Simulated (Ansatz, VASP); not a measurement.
One calculation of MnO, two programs

```xyz
2
Lattice="0.0000 2.2776 2.2220 2.2220 0.0000 2.2220 2.2220 2.2776 0.0000" Properties=species:S:1:pos:R:3 pbc="T T T"
Mn    0.0000    0.0000    0.0000
O     2.2220    2.2776    2.2220
```

Change from the starting cell: strain +0.0250 x Voigt [0, 1, 0, 0, 0, 0], atoms carried along.

Alike in both runs: task single point; functional PBE; k mesh 18 × 18 × 18; occupations gaussian, width 0.15 eV; collinear spin.

|  | VASP | Ansatz |
| --- | --- | --- |
| version | VASP 6.6.1 | Ansatz 0.2.0 |
| potentials or method | VASP PAW PBE potentials, release 64 (Mn_pv, O), cutoff 600 eV | scalar-relativistic, plane waves, PAW |
| valence electrons in the cell | 19 | 21 |

```csv
,VASP,Ansatz,Ansatz less VASP
gap on the k mesh at the Fermi level (eV),none,none,-
pressure (GPa),-2.7,-2.7,+0.02
"traceless stress, the component that is largest in VASP (GPa)",0.34,0.42,+0.080
net moment per atom (μB),2.41,2.41,0.000
size of the moment on the site where the two differ most (μB),4.37,4.08,-0.289
```

Site moments also hang on the region over which each program counts them. A gap of «none» marks a metal or a gap that the smearing closes. With one functional, cell and mesh, what is left measures potentials, basis and numerics. VASP's potentials hold 19 valence electrons a cell and Ansatz's 21, so a difference there can come from the potentials and not from the codes.
